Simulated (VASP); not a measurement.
**TiSi16 (a cell with a defect): single point with PBE**

TiSi16 (a cell with a defect):

```
Si Ti
1.0
     0.00000    5.43000    5.43000
     5.43000    0.00000    5.43000
     5.43000    5.43000    0.00000
Si Ti
16 1
Direct
  0.00132 0.00113 0.00203
  0.12482 0.12452 0.12570
  0.00128 0.00109 0.49626
  0.12147 0.12145 0.62888
  0.00137 0.49511 0.00208
  0.12152 0.62796 0.12223
  0.98750 0.50384 0.50463
  0.12158 0.62790 0.62892
  0.49540 0.00115 0.00205
  0.62816 0.12143 0.12215
  0.50394 0.98754 0.50453
  0.62811 0.12148 0.62889
  0.50396 0.50376 0.98823
  0.62821 0.62797 0.12225
  0.50399 0.50385 0.50467
  0.62479 0.62488 0.62555
  0.37482 0.37478 0.37554
```

```yaml
Program: VASP 6.6.1
Task: single point
Functional: PBE
Potentials_or_basis: VASP PAW PBE potentials, release 64 (Si, Ti_sv)
Cutoff: 520 eV
k_mesh: 2 × 2 × 2
Occupations: gaussian, width 0.05 eV
Spin: no spin polarisation
```

- Pressure: 4.0 GPa
- Largest force: 0.012 eV/Å
- Band gap on the k mesh: zero (bands 38 and 39 overlap by 0.43 eV)

Forces on the atoms (eV/Å):
```
Si   0.000  0.001  0.001
Si  -0.002 -0.004  0.005
Si   0.000 -0.001  0.001
Si  -0.001  0.000  0.003
Si  -0.002  0.001 -0.001
Si   0.000  0.000  0.000
Si   0.003 -0.002 -0.005
Si  -0.001  0.000  0.000
Si   0.000 -0.001 -0.001
Si  -0.001  0.000  0.000
Si  -0.002  0.003 -0.004
Si  -0.001 -0.002  0.000
Si  -0.001 -0.002  0.003
Si  -0.001 -0.001 -0.001
Si   0.003  0.004  0.003
Si  -0.003 -0.003  0.002
Ti   0.008  0.007 -0.006
```

Levels at points of the mesh, in eV from the Fermi level:
```csv
k point,band 35,band 36,band 37,band 38,band 39,band 40
"(0.00, 0.00, 0.00)",-0.99,-0.99,-0.40,-0.40,-0.40,-0.10
"(0.50, 0.00, 0.00)",-1.37,-1.37,-0.28,0.03,0.03,0.44
"(0.00, 0.50, 0.00)",-1.37,-1.37,-0.28,0.03,0.03,0.44
"(0.00, 0.00, 0.50)",-1.37,-1.37,-0.28,0.03,0.03,0.44
"(0.50, 0.50, 0.50)",-1.37,-1.37,-0.28,0.03,0.03,0.44
"(0.50, 0.50, 0.00)",-2.00,-1.88,-0.71,-0.04,0.57,0.57
"(0.00, 0.50, 0.50)",-2.01,-1.88,-0.71,-0.04,0.57,0.57
"(0.50, 0.00, 0.50)",-2.00,-1.88,-0.71,-0.04,0.57,0.57
```

Wall time 3.9 min on 1 thread of Intel(R) Xeon(R) Platinum 8259CL CPU @ 2.50GHz (Skylake/Cascade Lake), with other jobs on the host, peak memory 0.5 GiB.

Caveat: the k points lie up to 0.50 Å⁻¹ apart.
